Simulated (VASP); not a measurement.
Runs of VASP 6.6.1 on CdI2. The structure is that of space group P-3m1 (No. 164), or close to it. The cells are those of the table. 

| cell | gap on the mesh (eV) | pressure (GPa) | largest force (eV/Å) |
| --- | --- | --- | --- |
| a = 4.311, b = 4.311, c = 6.998 Å, angles 90.0, 90.0, 120.0°, 3 atoms | 3.39 | -0.2 | (c) |
| a = 4.120, b = 4.120, c = 7.052 Å, angles 90.0, 90.0, 120.0°, 3 atoms | 3.10 | 1.9 | 0.06 |
| a = 4.247, b = 4.247, c = 6.688 Å, angles 90.0, 90.0, 120.0°, 3 atoms | 3.36 | 1.1 | 0.06 |
| a = 4.247, b = 4.247, c = 6.895 Å, angles 90.0, 90.0, 120.0°, 3 atoms | (a) | (b) | 0.06 |

Alike in all rows: task single point; level HSE06; potentials or basis VASP PAW PBE potentials, release 64 (Cd, I); no spin polarisation; k mesh 6 × 6 × 4; cutoff (eV) 400; smearing gaussian 0.01 eV.

Problem. Fill in the values left out.

Solution. (a) 3.34; (b) 0.6; (c) 0.07.

Caveats: the PAW data sets were made with another functional, which shifts forces and pressure a little; spin-orbit coupling is left out, which moves the levels of the heavy elements; this functional lacks dispersion, which binds the layers, so the pressure and a relaxed spacing across them are unreliable.

A k mesh can miss the band edges, and the runs leave out spin-orbit coupling on Cd, I.
